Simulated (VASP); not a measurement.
Crystal: Si2Ge3.

```
Si Ge
1.0
     2.75621    0.00000    0.00000
    -1.37811    2.38695    0.00000
     0.00000    0.00000   13.64328
Si Ge
2 3
Cartesian
  0.0000 0.0000 8.1264
  0.0000 0.0000 5.5169
  0.0000 0.0000 10.8273
  0.0000 0.0000 0.0000
  0.0000 0.0000 2.8160
```

* Program: VASP 6.6.1
* Task: relaxation of cell and atoms
* Functional: PBE
* Potentials or basis: VASP PAW PBE potentials, release 64 (Si, Ge_d)
* Cutoff: 600 eV
* k mesh: 18 × 18 × 4
* Occupations: gaussian, width 0.1 eV
* Spin: no spin polarisation

At the start: pressure -0.9 GPa; volume 17.95 Å³/atom.

Task: Where does the relaxation end?

Result: Over 11 steps the energy falls by 29.9 meV/atom and the volume is 17.67 Å³/atom (-1.6 %); space group P6/mmm (No. 191, to 0.1 Å) before and after.

Step by step:
```
step  energy change (eV)  largest force (eV/Å)  pressure (GPa)  volume (Å³)
   1              0.0000                0.1743           -0.90        89.76
   2             -0.1449                0.1158           -0.09        88.35
   3             -0.1452                0.1151           -0.08        88.27
   4             -0.1452                0.1155           -0.03        88.31
   5             -0.1470                0.0972           -0.01        88.27
   6             -0.1492                0.0565            0.15        88.18
   7             -0.1497                0.0027           -0.10        88.51
   8             -0.1497                0.0139           -0.09        88.44
   9             -0.1497                0.0165           -0.05        88.43
  10             -0.1497                0.0154           -0.05        88.43
  11             -0.1497                0.0068            0.03        88.35
```

Final structure:
```cif
data_structure
_symmetry_space_group_name_H-M 'P 1'
_symmetry_Int_Tables_number 1
_cell_length_a 2.7990
_cell_length_b 2.7990
_cell_length_c 13.0222
_cell_angle_alpha 90.000
_cell_angle_beta 90.000
_cell_angle_gamma 120.000
_cell_volume 88.35
loop_
_atom_site_label
_atom_site_type_symbol
_atom_site_fract_x
_atom_site_fract_y
_atom_site_fract_z
_atom_site_occupancy
Si1 Si 0.00000 0.00000 0.59392 1
Si2 Si 0.00000 0.00000 0.40608 1
Ge1 Ge 0.00000 0.00000 0.79093 1
Ge2 Ge 0.00000 0.00000 0.00000 1
Ge3 Ge 0.00000 0.00000 0.20907 1
```

Caveat: the highest band is partly filled, so the run has too few bands.
